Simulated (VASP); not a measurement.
Crystal: Bi.

```xyz
1
Lattice="-1.8038 1.8038 2.7443 1.8038 -1.8038 2.7443 1.8038 1.8038 -2.7443" Properties=species:S:1:pos:R:3 pbc="T T T"
Bi    0.0000    0.0000    0.0000
```

```yaml
Program: VASP 6.6.1
Task: relaxation of cell and atoms
Functional: r2SCAN
Potentials_or_basis: VASP PAW PBE potentials, release 64 (Bi_d)
Cutoff: 550 eV
k_mesh: 6 × 6 × 6
Occupations: gaussian, width 0.1 eV
Spin: no spin polarisation
```

At the start: pressure -5.9 GPa; volume 35.72 Å³/atom.

Task: Where does the relaxation end?

Result: Over 5 steps the energy falls by 100.9 meV/atom and the volume is 31.16 Å³/atom (-12.8 %); space group I4/mmm (No. 139, to 0.05 Å).

Step by step:
```tsv
step	energy change (eV)	largest force (eV/Å)	pressure (GPa)	volume (Å³)
1	0.0000	0.0000	-5.85	35.72
2	-0.0795	0.0000	3.96	29.38
3	-0.0992	0.0000	0.11	31.10
4	-0.1008	0.0000	0.06	31.14
5	-0.1009	0.0000	0.05	31.16
```

Final structure:
```yaml
crystal:
  lattice:
    - [-1.70280, 1.70280, 2.68656]
    - [1.70280, -1.70280, 2.68656]
    - [1.70280, 1.70280, -2.68656]
  atoms:
    - { symbol: Bi, position: [0.00000, 0.00000, 0.00000] }
```

Caveat: the k points lie up to 0.43 Å⁻¹ apart in the final cell; the PAW data sets were made with another functional, which shifts forces and pressure a little.
